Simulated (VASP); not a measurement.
# MgO in VASP: a series of runs

MgO is run at these levels: PBEsol; tasks: single point.

Everything below comes from runs of VASP 6.6.1. Logs are shortened: lines on timing, memory, paths and dates and some standing lists are left out, and cuts for length are marked.

### Step 1. The cell of the first run

It takes space group P6_3/mmc (No. 194, hexagonal). Conventional cell: a = 3.486 Å, b = 3.486 Å, c = 4.178 Å, α = 90.00°, β = 90.00°, γ = 120.00°. Within 2.7 Å of Mg (site symmetry -6m2) lie 5 O at 2.01 to 2.09 Å. O (site symmetry -6m2) has 5 Mg at 2.01 to 2.09 Å within 2.7 Å.

### Step 2. Single point, PBEsol

Contents of INCAR:

```
PREC = Accurate
ENCUT = 520
EDIFF = 1E-7
ISMEAR = -1
SIGMA = 0.05
LREAL = F
LASPH = T
NELM = 100
ALGO = Normal
ISIF = 2
LWAVE = F
LCHARG = F
GGA = PS
NBANDS = 16
```

Contents of KPOINTS:

```
regular mesh
0
Gamma
  6 6 6
```

Contents of POSCAR:

```
MgO
1.0
    3.4863800000      0.0000000000      0.0000000000
   -1.7431900000      3.0192900000      0.0000000000
    0.0000000000      0.0000000000      4.1780400000
Mg O
2 2
Direct
    0.6666666667      0.3333333333      0.7500000000
    0.3333333333      0.6666666667      0.2500000000
    0.6666666667      0.3333333333      0.2500000000
    0.3333333333      0.6666666667      0.7500000000
```

Potentials or basis: VASP PAW PBE potentials, release 64 (Mg, O).

On the command line:

```sh
$ cat potpaw_PBE.64/Mg/POTCAR potpaw_PBE.64/O/POTCAR > POTCAR
$ mpirun -np 1 vasp_std > vasp.out
```

OUTCAR:

```text
PREC = Accurate
   ENCUT = 520
   EDIFF = 1E-7
   ISMEAR = -1
   LREAL = F
   LASPH = T
   NELM = 100
   ISIF = 2
   GGA = PS

 ion  position               nearest neighbor table
   1  0.667  0.333  0.750-   4 2.01   4 2.01   4 2.01   3 2.09   3 2.09   2 2.90   2 2.90   2 2.90
                             2 2.90   2 2.90   2 2.90
   2  0.333  0.667  0.250-   3 2.01   3 2.01   3 2.01   4 2.09   4 2.09   1 2.90   1 2.90   1 2.90
                             1 2.90   1 2.90   1 2.90
   3  0.667  0.333  0.250-   2 2.01   2 2.01   2 2.01   1 2.09   1 2.09
   4  0.333  0.667  0.750-   1 2.01   1 2.01   1 2.01   2 2.09   2 2.09

  LATTYP: Found a hexagonal cell.
 ALAT       =     3.4863800000
 C/A-ratio  =     1.1983891601

  Lattice vectors:

 A1 = (   3.4863800000,   0.0000000000,   0.0000000000)
 A2 = (  -1.7431900000,   3.0192900000,   0.0000000000)
 A3 = (   0.0000000000,   0.0000000000,   4.1780400000)

Analysis of symmetry for initial positions (statically):
=====================================================================
 Subroutine PRICEL returns:
 Original cell was already a primitive cell.

 Routine SETGRP: Setting up the symmetry group for a
 hexagonal supercell.

 Subroutine GETGRP returns: Found 24 space group operations
 (whereof 12 operations were pure point group operations)
 out of a pool of 24 trial point group operations.

The static configuration has the point symmetry D_3d.
 The point group associated with its full space group is D_6h.

Analysis of symmetry for dynamics (positions and initial velocities):
=====================================================================
 Subroutine PRICEL returns:
 Original cell was already a primitive cell.

 Routine SETGRP: Setting up the symmetry group for a
 hexagonal supercell.

 Subroutine GETGRP returns: Found 24 space group operations
 (whereof 12 operations were pure point group operations)
 out of a pool of 24 trial point group operations.

The dynamic configuration has the point symmetry D_3d.
 The point group associated with its full space group is D_6h.

 Subroutine INISYM returns: Found 24 space group operations
 (whereof 12 operations are pure point group operations),
 and found     1 'primitive' translations

----------------------------------------------------------------------------------------

                                     Primitive cell

  volume of cell :      43.9797

  direct lattice vectors                    reciprocal lattice vectors
     3.486380000  0.000000000  0.000000000     0.286830466  0.165601847  0.000000000
    -1.743190000  3.019290000  0.000000000     0.000000000  0.331203694  0.000000000
     0.000000000  0.000000000  4.178040000     0.000000000  0.000000000  0.239346679

  length of vectors
     3.486380000  3.486376841  4.178040000     0.331203394  0.331203694  0.239346679

  position of ions in fractional coordinates (direct lattice)
     0.666666667  0.333333333  0.750000000
     0.333333333  0.666666667  0.250000000
     0.666666667  0.333333333  0.250000000
     0.333333333  0.666666667  0.750000000

  ion indices of the primitive-cell ions
   primitive index   ion index
                 1           1
                 2           2
                 3           3
                 4           4

----------------------------------------------------------------------------------------

 KPOINTS: regular mesh

Automatic generation of k-mesh.
 Grid dimensions read from file:
 generate k-points for:    6    6    6

 Generating k-lattice:

  Cartesian coordinates                     Fractional coordinates (reciprocal lattice)
     0.047805078  0.027600308  0.000000000     0.166666667  0.000000000  0.000000000
     0.000000000  0.055200616  0.000000000     0.000000000  0.166666667  0.000000000
     0.000000000  0.000000000  0.039891113     0.000000000  0.000000000  0.166666667

  Length of vectors
     0.055200566  0.055200616  0.039891113

  Shift w.r.t. Gamma in fractional coordinates (k-lattice)
     0.000000000  0.000000000  0.000000000

 Subroutine IBZKPT returns following result:
 ===========================================

 Found     28 irreducible k-points:

 Following reciprocal coordinates:
            Coordinates               Weight
  0.000000  0.000000  0.000000      1.000000
  0.166667  0.000000  0.000000      6.000000
  0.333333  0.000000  0.000000      6.000000
  0.500000  0.000000  0.000000      3.000000
  0.166667  0.166667  0.000000      6.000000
  0.333333  0.166667  0.000000     12.000000
[... 16 lines left out ...]
  0.166667  0.000000  0.500000      6.000000
  0.333333  0.000000  0.500000      6.000000
 [... further k-points ...]
   k-points           NKPTS =     28   k-points in BZ     NKDIM =     28   number of bands    NBANDS=     16
   number of dos      NEDOS =    301   number of ions     NIONS =      4
   total plane-waves  NPLWV =  25088
   dimension x,y,z NGX =    28 NGY =   28 NGZ =   32
   dimension x,y,z NGXF=    56 NGYF=   56 NGZF=   64
   ions per type =               2   2
   NGX,Y,Z   is equivalent  to a cutoff of  13.35, 13.35, 12.73 a.u.
   NGXF,Y,Z  is equivalent  to a cutoff of  26.70, 26.70, 25.47 a.u.
 SYSTEM =  unknown system
   PREC   = accura    normal or accurate (medium, high low for compatibility)
   ISTART =      0    job   : 0-new  1-cont  2-samecut
   ICHARG =      2    charge: 1-file 2-atom 10-const
   ISPIN  =      1    spin polarized calculation?
   LNONCOLLINEAR =      F non collinear calculations
   LSORBIT =      F    spin-orbit coupling
   LASPH  =      T    aspherical Exc in radial PAW
   ENCUT  =  520.0 eV  38.22 Ry    6.18 a.u.   6.48  6.48  7.77*2*pi/ulx,y,z
   NELM   =    100;   NELMIN=  2; NELMDL= -5     # of ELM steps
   EDIFF  = 0.1E-06   stopping-criterion for ELM
   LREAL  =      F    real-space projection
   EDIFFG = 0.1E-05   stopping-criterion for IOM
   NSW    =      0    number of steps for IOM
   IBRION =     -1    ionic relax: 0-MD 1-quasi-New 2-CG
   NFREE  =      0    steps in history (QN), initial steepest desc. (CG)
   ISIF   =      2    stress and relaxation
   ISYM   =      2    0-nonsym 1-usesym 2-fastsym
   POTIM  = 0.5000    time-step for ionic-motion
   TEBEG  =    0.0;   TEEND  =   0.0 temperature during run
   PSTRESS=    0.0 pullay stress
   NELECT =      16.0000    total number of electrons
   NUPDOWN=      -1.0000    fix difference up-down
   EMIN   =  10.00;   EMAX   =-10.00  energy-range for DOS
   EFERMI =   0.00;   METHOD = LEGACY
   ISMEAR =    -1;   SIGMA  =   0.05  broadening in eV -4-tet -1-fermi 0-gaus
   EFERMI_NEDOS =   21; number of points for ismear=-14 and -15
   IALGO  =     38    algorithm
   IMIX   =      4    mixing-type and parameters
     AMIX     =   0.40;   BMIX     =  1.00
     AMIX_MAG =   1.60;   BMIX_MAG =  1.00
  volume/ion in A,a.u.               =      10.99        74.20
  Fermi-wavevector in a.u.,A,eV,Ry     =   1.168685  2.208494 18.583170  1.365824
  Thomas-Fermi vector in A             =   2.305168
   LORBIT       =      0    0 simple, 1 ext, 2 COOP (PROOUT), +10 PAW based schemes
   GGA     = PS    functional components
   LHFCALC =     F    Hartree Fock is set to
   AEXX    =    0.0000 exact exchange contribution
   IVDW    =     0    specifies the selected vdW correction
   LEPSILON=     F    determine dielectric tensor
   LRPA    =     F    only Hartree local field effects (RPA)
 non-spin polarized calculation
  energy-cutoff  :      520.00
  volume of cell :       43.98
 maximum number of plane-waves:      1204
 NGX is ok and might be reduce to    28
   NGX = 13   NGY = 13   NGZ = 15

 number of electron      15.9999999 magnetization

 Free energy of the ion-electron system (eV)
  ---------------------------------------------------
  ext. energy  EPLUGINS =         0.00000000
  ---------------------------------------------------
  free energy    TOTEN  =       -24.75815536 eV

  energy without entropy =      -24.75815536  energy(sigma->0) =      -24.75815536

 E-fermi :   2.8575     XC(G=0): -10.3132

 val. band max:        1.8828666340   @ k =   0.0000   0.0000   0.0000
 cond. band min:       5.1968021424   @ k =   0.0000   0.0000   0.0000
 fundamental gap:      3.3139355085
 Fermi energy:         2.8575311923

 k-point     1 :       0.0000    0.0000    0.0000
  band No.  band energies     occupation
      1     -14.9878      2.00000
      2     -13.5560      2.00000
      3      -1.8113      2.00000
      4       0.1269      2.00000
      5       0.1270      2.00000
      6       1.0704      2.00000
[... 8 lines left out ...]
     15      17.3446      0.00000
     16      17.4478      0.00000

 k-point     2 :       0.1667    0.0000    0.0000
  band No.  band energies     occupation
      1     -14.8518      2.00000
      2     -13.5820      2.00000
      3      -1.5947      2.00000
      4      -0.3268      2.00000
      5      -0.0686      2.00000
      6       0.5266      2.00000
[... 8 lines left out ...]
     15      16.4143      0.00000
     16      16.5642      0.00000

 k-point     3 :       0.3333    0.0000    0.0000
  band No.  band energies     occupation
      1     -14.5196      2.00000
      2     -13.6884      2.00000
      3      -1.3005      2.00000
      4      -1.0183      2.00000
      5      -0.3655      2.00000
      6       0.0551      2.00000
[... 8 lines left out ...]
     15      15.8776      0.00000
     16      16.4389      0.00000

 k-point     4 :       0.5000    0.0000    0.0000
  band No.  band energies     occupation
      1     -14.2731      2.00000
      2     -13.8195      2.00000
      3      -1.7346      2.00000
      4      -0.5204      2.00000
      5      -0.4894      2.00000
      6      -0.0998      2.00000
[... 8 lines left out ...]
     15      16.4473      0.00000
     16      16.5564      0.00000
[... 324 lines left out ...]
 k-point    22 :       0.0000    0.0000    0.5000
  band No.  band energies     occupation
      1     -14.2774      2.00000
      2     -14.2774      2.00000
      3      -0.5780      2.00000
      4      -0.5780      2.00000
      5       0.5791      2.00000
      6       0.5791      2.00000
[... 8 lines left out ...]
     15      17.6167      0.00000
     16      17.6167      0.00000

 k-point    23 :       0.1667    0.0000    0.5000
  band No.  band energies     occupation
      1     -14.2057      2.00000
      2     -14.2057      2.00000
      3      -1.0683      2.00000
      4      -1.0683      2.00000
      5       0.5133      2.00000
      6       0.5133      2.00000
[... 8 lines left out ...]
     15      17.3363      0.00000
     16      17.3363      0.00000

 k-point    24 :       0.3333    0.0000    0.5000
  band No.  band energies     occupation
      1     -14.0579      2.00000
      2     -14.0579      2.00000
      3      -1.7591      2.00000
      4      -1.7591      2.00000
      5       0.3868      2.00000
      6       0.3868      2.00000
[... 8 lines left out ...]
     15      16.6678      0.00000
     16      16.6678      0.00000

 [... further k-points ...]

------------------------ aborting loop because EDIFF is reached ----------------------------------------

  FORCE on cell =-STRESS in cart. coord.  units (eV):
  Direction    XX          YY          ZZ          XY          YZ          ZX
  --------------------------------------------------------------------------------------
  -------------------------------------------------------------------------------------
  Total        0.1800548      0.1800544      0.2596181      0.0000000     -0.0000000      0.0000000
  in kB        6.5593870      6.5593712      9.4578726      0.0000000     -0.0000000      0.0000000
  external PRESSURE =       7.5255436 kB  Pullay stress =       0.0000000 kB

 VOLUME and BASIS-vectors are now :
 -----------------------------------------------------------------------------
  energy-cutoff  :      520.00
  volume of cell :       43.98
      direct lattice vectors                 reciprocal lattice vectors
     3.486380000  0.000000000  0.000000000     0.286830466  0.165601847  0.000000000
    -1.743190000  3.019290000  0.000000000     0.000000000  0.331203694  0.000000000
     0.000000000  0.000000000  4.178040000     0.000000000  0.000000000  0.239346679

 POSITION                                       TOTAL-FORCE (eV/Angst)
 -----------------------------------------------------------------------------------
      1.74319      1.00643      3.13353        -0.000000      0.000000      0.000000
     -0.00000      2.01286      1.04451        -0.000000     -0.000000      0.000000
      1.74319      1.00643      1.04451         0.000000      0.000000      0.000000
     -0.00000      2.01286      3.13353         0.000000     -0.000000      0.000000
 -----------------------------------------------------------------------------------
    total drift:                               -0.000000      0.000000     -0.000000

  FREE ENERGIE OF THE ION-ELECTRON SYSTEM (eV)
  ---------------------------------------------------
  free  energy   TOTEN  =       -24.7581553584 eV

  energy  without entropy=      -24.7581553583  energy(sigma->0) =      -24.75815536
```

Wall time 36 s (1 thread of AMD EPYC 7R13, shared host); peak memory 0.14 GiB.

What came out:

| Quantity | Value |
| --- | --- |
| Free energy | -24.7582 eV |
| Pressure | 0.8 GPa |
| Band gap on the k mesh | 3.31 eV, direct |

Stress tensor (GPa, compression positive):
```
0.66 0.00 0.00
0.00 0.66 0.00
0.00 0.00 0.95
```

Levels at points of the mesh, in eV from the valence-band top:
```csv
k point,band 4,band 5,band 6,band 7,band 8,band 9,band 10,band 11,band 12,band 13
"(0.00, 0.00, 0.00)",-1.76,-1.76,-0.81,-0.81,0.00,3.31,9.39,12.11,12.41,12.41
"(0.50, 0.00, 0.00)",-2.40,-2.37,-1.98,-1.32,-0.53,6.84,9.01,9.68,12.05,12.82
"(0.00, 0.00, 0.50)",-2.46,-1.30,-1.30,-1.30,-1.30,6.35,6.35,12.77,12.77,12.77
"(0.50, 0.00, 0.50)",-3.93,-1.56,-1.56,-0.83,-0.83,7.17,7.17,11.89,11.89,13.97
```

Caveat: the PAW data sets were made with another functional, which shifts forces and pressure a little.

### Step 3. Single point, PBEsol

Contents of INCAR:

```
PREC     = Accurate       # precision mode
ENCUT    = 520            # plane-wave cutoff, eV
EDIFF    = 1E-6           # SCF threshold, eV
ISMEAR   = -1             # smearing method
SIGMA    = 0.05           # smearing width, eV
LREAL    = F              # projectors in reciprocal space
LASPH    = T              # aspherical terms in the spheres
NELM     = 60             # most SCF steps
ALGO     = Normal         # electronic algorithm
ISIF     = 2              # what is computed and relaxed
LWAVE    = F              # write WAVECAR
LCHARG   = F              # write CHGCAR
GGA      = PS             # functional
NBANDS   = 16             # bands
```

KPOINTS is that of step 2.

Contents of POSCAR:

```
MgO
1.0
    3.4863800000     -0.0290531667     -0.0290531667
   -1.7683507500      3.0338165833     -0.0106341667
   -0.0348170000     -0.0348170000      4.1780400000
Mg O
2 2
Direct
    0.6666666667      0.3333333333      0.7500000000
    0.3333333333      0.6666666667      0.2500000000
    0.6666666667      0.3333333333      0.2500000000
    0.3333333333      0.6666666667      0.7500000000
```

Potentials or basis: VASP PAW PBE potentials, release 64 (Mg, O).

On the command line:

```sh
$ cat potpaw_PBE.64/Mg/POTCAR potpaw_PBE.64/O/POTCAR > POTCAR
$ mpirun -np 1 vasp_std > vasp.out
```

Run time: 96 s. Hardware: 1 thread of AMD EPYC 7R13, shared host; peak memory 0.18 GiB.

It converged, with:

```yaml
Free_energy: -24.7460 eV
Pressure: 0.8 GPa
Largest_force: 0.154 eV/Å
Band_gap_on_the_k_mesh: 3.30 eV, direct
```

Forces in eV/Å, atoms in the order of the input:
```
Mg  -0.137 -0.004 -0.002
Mg   0.137  0.004  0.002
O   -0.154 -0.004 -0.003
O    0.154  0.004  0.003
```

Stress tensor (GPa, compression positive):
```
0.72 1.45 1.90
1.45 0.68 1.90
1.90 1.90 0.98
```

Levels at points of the mesh, in eV from the valence-band top:
```tsv
k point	band 6	band 7	band 8	band 9	band 10	band 11
(0.00, 0.00, 0.00)	-0.84	-0.81	0.00	3.30	9.38	12.08
(0.50, 0.00, 0.00)	-1.97	-1.35	-0.55	6.80	8.98	9.67
(0.00, 0.50, 0.00)	-1.98	-1.33	-0.53	6.83	8.99	9.67
(0.50, 0.50, 0.00)	-1.99	-1.32	-0.51	6.87	8.99	9.67
(0.00, 0.00, 0.50)	-1.34	-1.28	-1.26	6.33	6.34	12.51
(0.50, 0.00, 0.50)	-1.59	-0.92	-0.77	7.11	7.18	11.76
(0.00, 0.50, 0.50)	-1.56	-0.89	-0.78	7.14	7.18	11.76
(0.50, 0.50, 0.50)	-1.53	-0.85	-0.81	7.17	7.18	11.78
```

Caveat: the PAW data sets were made with another functional, which shifts forces and pressure a little.

(Part 1 of 2 ends here.)
